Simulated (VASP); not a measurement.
# KEu3 (Pm-3m) in VASP: settings compared

The runs below take KEu3 through single point, with RPBE+D3(BJ), RPBE.

All numbers are computed with VASP 6.6.1; they aren't measurements. Logs are shortened: lines on timing, memory, paths and dates and some standing lists are left out, and cuts for length are marked.

## Step 1: The cell of the first run

Symmetry: Pm-3m, No. 221, cubic system. Conventional cell: a = 5.885 Å, b = 5.885 Å, c = 5.885 Å, α = 90.00°, β = 90.00°, γ = 90.00°. Within 5.5 Å of K (site symmetry m-3m) lie 12 Eu at 4.16 Å. Within 5.5 Å of Eu (site symmetry 4/mmm) lie 4 K at 4.16 Å and 8 Eu at 4.16 Å.

## Step 2: Single point, RPBE+D3(BJ), collinear spin, ferromagnetic start

Contents of INCAR:

```
  PREC = Accurate
  ENCUT = 520
  EDIFF = 1E-6
  ISMEAR = -1
  SIGMA = 0.15
  LREAL = False
  LASPH = True
  NELM = 150
  ALGO = Normal
  ISIF = 2
  LWAVE = False
  LCHARG = False
  ISPIN = 2
  MAGMOM = 0 7 7 7
  LORBIT = 11
  LMAXMIX = 6
  GGA = RP
  IVDW = 12
  NBANDS = 42
```

Contents of KPOINTS:

```
regular mesh
0
Gamma
  4 4 4
```

Contents of POSCAR:

```
KEu3
1.0
    5.8850400000      0.0000000000      0.0000000000
    0.0000000000      5.8850400000      0.0000000000
    0.0000000000      0.0000000000      5.8850400000
K Eu
1 3
Direct
    0.0000000000      0.0000000000      0.0000000000
    0.0000000000      0.5000000000      0.5000000000
    0.5000000000      0.0000000000      0.5000000000
    0.5000000000      0.5000000000      0.0000000000
```

Potentials or basis: VASP PAW PBE potentials, release 64 (K_sv, Eu).

On the command line:

```console
$ cat potpaw_PBE.64/K_sv/POTCAR potpaw_PBE.64/Eu/POTCAR > POTCAR
$ mpirun -np 1 vasp_std > vasp.out
```

OUTCAR:

```text
PREC = Accurate
   ENCUT = 520
   EDIFF = 1E-6
   ISMEAR = -1
   LREAL = False
   LASPH = True
   NELM = 150
   ISIF = 2
   ISPIN = 2
   LORBIT = 11
   GGA = RP
   IVDW = 12
 IVDW          = 12

 ion  position               nearest neighbor table
   1  0.000  0.000  0.000-
   2  0.000  0.500  0.500-
   3  0.500  0.000  0.500-
   4  0.500  0.500  0.000-

  LATTYP: Found a simple cubic cell.
 ALAT       =     5.8850400000

  Lattice vectors:

 A1 = (   5.8850400000,   0.0000000000,   0.0000000000)
 A2 = (   0.0000000000,   5.8850400000,   0.0000000000)
 A3 = (   0.0000000000,   0.0000000000,   5.8850400000)

Analysis of symmetry for initial positions (statically):
=====================================================================
 Subroutine PRICEL returns:
 Original cell was already a primitive cell.

 Routine SETGRP: Setting up the symmetry group for a
 simple cubic supercell.

 Subroutine GETGRP returns: Found 48 space group operations
 (whereof 48 operations were pure point group operations)
 out of a pool of 48 trial point group operations.

The static configuration has the point symmetry O_h .

Analysis of symmetry for dynamics (positions and initial velocities):
=====================================================================
 Subroutine PRICEL returns:
 Original cell was already a primitive cell.

 Routine SETGRP: Setting up the symmetry group for a
 simple cubic supercell.

 Subroutine GETGRP returns: Found 48 space group operations
 (whereof 48 operations were pure point group operations)
 out of a pool of 48 trial point group operations.

The dynamic configuration has the point symmetry O_h .

Analysis of structural, dynamic, and magnetic symmetry:
=====================================================================
 Subroutine PRICEL returns:
 Original cell was already a primitive cell.

 Routine SETGRP: Setting up the symmetry group for a
 simple cubic supercell.

 Subroutine GETGRP returns: Found 48 space group operations
 (whereof 48 operations were pure point group operations)
 out of a pool of 48 trial point group operations.

The overall configuration has the point symmetry O_h .

 Subroutine INISYM returns: Found 48 space group operations
 (whereof 48 operations are pure point group operations),
 and found     1 'primitive' translations

----------------------------------------------------------------------------------------

                                     Primitive cell

  volume of cell :     203.8207

  direct lattice vectors                    reciprocal lattice vectors
     5.885040000  0.000000000  0.000000000     0.169922379  0.000000000  0.000000000
     0.000000000  5.885040000  0.000000000     0.000000000  0.169922379  0.000000000
     0.000000000  0.000000000  5.885040000     0.000000000  0.000000000  0.169922379

  length of vectors
     5.885040000  5.885040000  5.885040000     0.169922379  0.169922379  0.169922379

  position of ions in fractional coordinates (direct lattice)
     0.000000000  0.000000000  0.000000000
     0.000000000  0.500000000  0.500000000
     0.500000000  0.000000000  0.500000000
     0.500000000  0.500000000  0.000000000

  ion indices of the primitive-cell ions
   primitive index   ion index
                 1           1
                 2           2
                 3           3
                 4           4

----------------------------------------------------------------------------------------

 KPOINTS: regular mesh

Automatic generation of k-mesh.
 Grid dimensions read from file:
 generate k-points for:    4    4    4

 Generating k-lattice:

  Cartesian coordinates                     Fractional coordinates (reciprocal lattice)
     0.042480595  0.000000000  0.000000000     0.250000000  0.000000000  0.000000000
     0.000000000  0.042480595  0.000000000     0.000000000  0.250000000  0.000000000
     0.000000000  0.000000000  0.042480595     0.000000000  0.000000000  0.250000000

  Length of vectors
     0.042480595  0.042480595  0.042480595

  Shift w.r.t. Gamma in fractional coordinates (k-lattice)
     0.000000000  0.000000000  0.000000000

 Subroutine IBZKPT returns following result:
 ===========================================

 Found     10 irreducible k-points:

 Following reciprocal coordinates:
            Coordinates               Weight
  0.000000  0.000000  0.000000      1.000000
  0.250000  0.000000  0.000000      6.000000
  0.500000  0.000000  0.000000      3.000000
  0.250000  0.250000  0.000000     12.000000
  0.500000  0.250000  0.000000     12.000000
  0.500000  0.500000  0.000000      3.000000
  0.250000  0.250000  0.250000      8.000000
  0.500000  0.250000  0.250000     12.000000
  0.500000  0.500000  0.250000      6.000000
  0.500000  0.500000  0.500000      1.000000
   k-points           NKPTS =     10   k-points in BZ     NKDIM =     10   number of bands    NBANDS=     42
   number of dos      NEDOS =    301   number of ions     NIONS =      4
   total plane-waves  NPLWV = 110592
   dimension x,y,z NGX =    48 NGY =   48 NGZ =   48
   dimension x,y,z NGXF=    96 NGYF=   96 NGZF=   96
   ions per type =               1   3
   NGX,Y,Z   is equivalent  to a cutoff of  13.56, 13.56, 13.56 a.u.
   NGXF,Y,Z  is equivalent  to a cutoff of  27.12, 27.12, 27.12 a.u.
 SYSTEM =  unknown system
   PREC   = accura    normal or accurate (medium, high low for compatibility)
   ISTART =      0    job   : 0-new  1-cont  2-samecut
   ICHARG =      2    charge: 1-file 2-atom 10-const
   ISPIN  =      2    spin polarized calculation?
   LNONCOLLINEAR =      F non collinear calculations
   LSORBIT =      F    spin-orbit coupling
   LASPH  =      T    aspherical Exc in radial PAW
   ENCUT  =  520.0 eV  38.22 Ry    6.18 a.u.  10.94 10.94 10.94*2*pi/ulx,y,z
   NELM   =    150;   NELMIN=  2; NELMDL= -5     # of ELM steps
   EDIFF  = 0.1E-05   stopping-criterion for ELM
   LREAL  =      F    real-space projection
   EDIFFG = 0.1E-04   stopping-criterion for IOM
   NSW    =      0    number of steps for IOM
   IBRION =     -1    ionic relax: 0-MD 1-quasi-New 2-CG
   NFREE  =      0    steps in history (QN), initial steepest desc. (CG)
   ISIF   =      2    stress and relaxation
   ISYM   =      2    0-nonsym 1-usesym 2-fastsym
   POTIM  = 0.5000    time-step for ionic-motion
   TEBEG  =    0.0;   TEEND  =   0.0 temperature during run
   PSTRESS=    0.0 pullay stress
   NELECT =      60.0000    total number of electrons
   NUPDOWN=      -1.0000    fix difference up-down
   EMIN   =  10.00;   EMAX   =-10.00  energy-range for DOS
   EFERMI =   0.00;   METHOD = LEGACY
   ISMEAR =    -1;   SIGMA  =   0.15  broadening in eV -4-tet -1-fermi 0-gaus
   EFERMI_NEDOS =   21; number of points for ismear=-14 and -15
   IALGO  =     38    algorithm
   IMIX   =      4    mixing-type and parameters
     AMIX     =   0.40;   BMIX     =  1.00
     AMIX_MAG =   1.60;   BMIX_MAG =  1.00
  volume/ion in A,a.u.               =      50.96       343.86
  Fermi-wavevector in a.u.,A,eV,Ry     =   1.089037  2.057981 16.136521  1.186001
  Thomas-Fermi vector in A             =   2.225231
   LORBIT       =     11    0 simple, 1 ext, 2 COOP (PROOUT), +10 PAW based schemes
   GGA     = RP    functional components
   LHFCALC =     F    Hartree Fock is set to
   AEXX    =    0.0000 exact exchange contribution
   IVDW    =    12    specifies the selected vdW correction
   LEPSILON=     F    determine dielectric tensor
   LRPA    =     F    only Hartree local field effects (RPA)
 spin polarized calculation
  energy-cutoff  :      520.00
  volume of cell :      203.82
 maximum number of plane-waves:      5520
 NGX is ok and might be reduce to    48
   NGX = 21   NGY = 21   NGZ = 21

 number of electron      59.9999999 magnetization      22.2019369

 Free energy of the ion-electron system (eV)
  ---------------------------------------------------
  ext. energy  EPLUGINS =         0.00000000
  ---------------------------------------------------
  free energy    TOTEN  =       -34.17412043 eV

  energy without entropy =      -33.69780030  energy(sigma->0) =      -33.93596037

 E-fermi :   1.3891     XC(G=0):  -7.6048

 val. band max:        1.3758662299   @ k =   0.2500   0.2500   0.0000
 cond. band min:       1.4357278612   @ k =   0.5000   0.5000   0.2500
 fundamental gap:      0.0598616313
 Fermi energy:         1.3890625512

 spin component 1

 k-point     1 :       0.0000    0.0000    0.0000
  band No.  band energies     occupation
      1     -40.6878      1.00000
      2     -40.6750      1.00000
      3     -40.6750      1.00000
      4     -29.8264      1.00000
      5     -19.5286      1.00000
      6     -19.5286      1.00000
[... 34 lines left out ...]
     41       0.7514      0.98595
     42       1.2990      0.64576

 k-point     2 :       0.2500    0.0000    0.0000
  band No.  band energies     occupation
      1     -40.6862      1.00000
      2     -40.6766      1.00000
      3     -40.6750      1.00000
      4     -29.8264      1.00000
      5     -19.5166      1.00000
      6     -19.5166      1.00000
[... 34 lines left out ...]
     41       1.0067      0.92753
     42       1.4462      0.40592

 k-point     3 :       0.5000    0.0000    0.0000
  band No.  band energies     occupation
      1     -40.6835      1.00000
      2     -40.6793      1.00000
      3     -40.6750      1.00000
      4     -29.8264      1.00000
      5     -19.4998      1.00000
      6     -19.4998      1.00000
[... 266 lines left out ...]
      3     -40.6792      1.00000
      4     -29.8263      1.00000
      5     -19.5295      1.00000
      6     -19.5293      1.00000
[... 34 lines left out ...]
     41       0.7642      0.98472
     42       1.4357      0.42285

 k-point    10 :       0.5000    0.5000    0.5000
  band No.  band energies     occupation
      1     -40.6792      1.00000
      2     -40.6792      1.00000
      3     -40.6792      1.00000
      4     -29.8263      1.00000
      5     -19.5539      1.00000
      6     -19.5296      1.00000
[... 34 lines left out ...]
     41       0.7727      0.98384
     42       1.3746      0.52415
 Fermi energy:         1.3890625512

 spin component 2

 k-point     1 :       0.0000    0.0000    0.0000
  band No.  band energies     occupation
      1     -37.4698      1.00000
      2     -37.4525      1.00000
      3     -37.4525      1.00000
      4     -29.8121      1.00000
      5     -17.2308      1.00000
      6     -17.2308      1.00000
[... 34 lines left out ...]
     41       5.6389      0.00000
     42       5.6501      0.00000

 k-point     2 :       0.2500    0.0000    0.0000
  band No.  band energies     occupation
      1     -37.4676      1.00000
      2     -37.4547      1.00000
      3     -37.4525      1.00000
      4     -29.8121      1.00000
      5     -17.2151      1.00000
      6     -17.2151      1.00000
[... 34 lines left out ...]
     41       5.6278      0.00000
     42       5.6477      0.00000

 k-point     3 :       0.5000    0.0000    0.0000
  band No.  band energies     occupation
      1     -37.4640      1.00000
      2     -37.4583      1.00000
      3     -37.4525      1.00000
      4     -29.8121      1.00000
      5     -17.1929      1.00000
      6     -17.1929      1.00000
[... 267 lines left out ...]
      4     -29.8120      1.00000
      5     -17.2328      1.00000
      6     -17.2322      1.00000
[... 34 lines left out ...]
     41       5.5467      0.00000
     42       5.6012      0.00000

 k-point    10 :       0.5000    0.5000    0.5000
  band No.  band energies     occupation
      1     -37.4582      1.00000
      2     -37.4582      1.00000
      3     -37.4582      1.00000
      4     -29.8120      1.00000
      5     -17.2635      1.00000
      6     -17.2336      1.00000
[... 34 lines left out ...]
     41       5.4779      0.00000
     42       5.6191      0.00000

------------------------ aborting loop because EDIFF is reached ----------------------------------------

 Edisp (eV)   -4.64134

 E8    (eV) :    -3.4021

  FORCE on cell =-STRESS in cart. coord.  units (eV):
  Direction    XX          YY          ZZ          XY          YZ          ZX
  --------------------------------------------------------------------------------------
  -------------------------------------------------------------------------------------
  Total      -8.54871    -8.54871    -8.54871    -0.00000    -0.00000    -0.00000
  in kB     -67.19901   -67.19901   -67.19901    -0.00000    -0.00000    -0.00000
  external pressure =      -67.20 kB  Pullay stress =        0.00 kB

 VOLUME and BASIS-vectors are now :
 -----------------------------------------------------------------------------
  energy-cutoff  :      520.00
  volume of cell :      203.82
      direct lattice vectors                 reciprocal lattice vectors
     5.885040000  0.000000000  0.000000000     0.169922379  0.000000000  0.000000000
     0.000000000  5.885040000  0.000000000     0.000000000  0.169922379  0.000000000
     0.000000000  0.000000000  5.885040000     0.000000000  0.000000000  0.169922379

 POSITION                                       TOTAL-FORCE (eV/Angst)
 -----------------------------------------------------------------------------------
      0.00000      0.00000      0.00000         0.000000      0.000000      0.000000
      0.00000      2.94252      2.94252         0.000000      0.000000      0.000000
      2.94252      0.00000      2.94252         0.000000      0.000000      0.000000
      2.94252      2.94252      0.00000         0.000000      0.000000      0.000000
 -----------------------------------------------------------------------------------
    total drift:                                0.000000     -0.000000     -0.000000

  FREE ENERGIE OF THE ION-ELECTRON SYSTEM (eV)
  ---------------------------------------------------
  free  energy   TOTEN  =       -38.8154596633 eV

  energy  without entropy=      -38.3391395393  energy(sigma->0) =      -38.57729960

 total charge

# of ion       s       p       d       f       tot
--------------------------------------------------
    1        1.992   5.589   0.025   0.000   7.605
    2        2.083   5.746   0.213   6.697  14.739
    3        2.083   5.746   0.213   6.697  14.739
    4        2.083   5.746   0.213   6.697  14.739
--------------------------------------------------
tot          8.242  22.827   0.663  20.092  51.823

 magnetization (x)

# of ion       s       p       d       f       tot
--------------------------------------------------
    1        0.002   0.006   0.005   0.000   0.013
    2       -0.000  -0.106   0.114   6.696   6.704
    3       -0.000  -0.106   0.114   6.696   6.704
    4       -0.000  -0.106   0.114   6.696   6.704
--------------------------------------------------
tot          0.001  -0.310   0.346  20.088  20.125
```

Run time: 22 min. Hardware: 1 thread of Intel Xeon Platinum 8259CL at 2.50GHz (Skylake/Cascade Lake), shared host; peak memory 0.49 GiB.

Results:

| Quantity | Value |
| --- | --- |
| Free energy | -38.8155 eV |
| Pressure | -6.7 GPa |
| Net moment | 22.20 μB per cell |
| Site moments | K +0.01; Eu +6.70 μB |
| Valence electrons inside the program's atomic spheres | K 7.61; Eu 14.74 |
| Dispersion energy per atom | -1.160 eV |

Levels at points of the mesh, in eV from the Fermi level:
Spin up:
| k point | band 37 | band 38 | band 39 | band 40 | band 41 | band 42 |
| --- | --- | --- | --- | --- | --- | --- |
| (0.00, 0.00, 0.00) | -0.64 | -0.64 | -0.64 | -0.64 | -0.64 | -0.09 |
| (0.50, 0.00, 0.00) | -0.66 | -0.66 | -0.64 | -0.38 | 0.19 | 0.34 |
| (0.50, 0.50, 0.00) | -0.67 | -0.65 | -0.65 | -0.63 | -0.62 | 0.26 |
| (0.50, 0.50, 0.50) | -0.63 | -0.62 | -0.62 | -0.62 | -0.62 | -0.01 |
Spin down:
```csv
k point,band 17,band 18,band 19,band 20,band 21,band 22
"(0.00, 0.00, 0.00)",-3.19,-0.34,-0.18,-0.18,0.73,0.73
"(0.50, 0.00, 0.00)",-2.00,-1.63,0.30,0.74,1.08,1.08
"(0.50, 0.50, 0.00)",-0.88,-0.88,-0.72,-0.33,1.15,1.22
"(0.50, 0.50, 0.50)",-0.69,-0.69,-0.69,-0.36,0.86,0.88
```

Caveat: the highest band is partly filled, so the run has too few bands; the cell stands under tension; the dispersion term is far too large for a dense solid, which distorts pressure and volume; the PAW data sets were made with another functional, which shifts forces and pressure a little; spin-orbit coupling is left out, which moves the levels of the heavy elements; semilocal functionals describe open f shells poorly, which spoils levels, moments and volumes. The state reached can hang on the start; a lower one may exist.

(Part 1 of 2 ends here.)
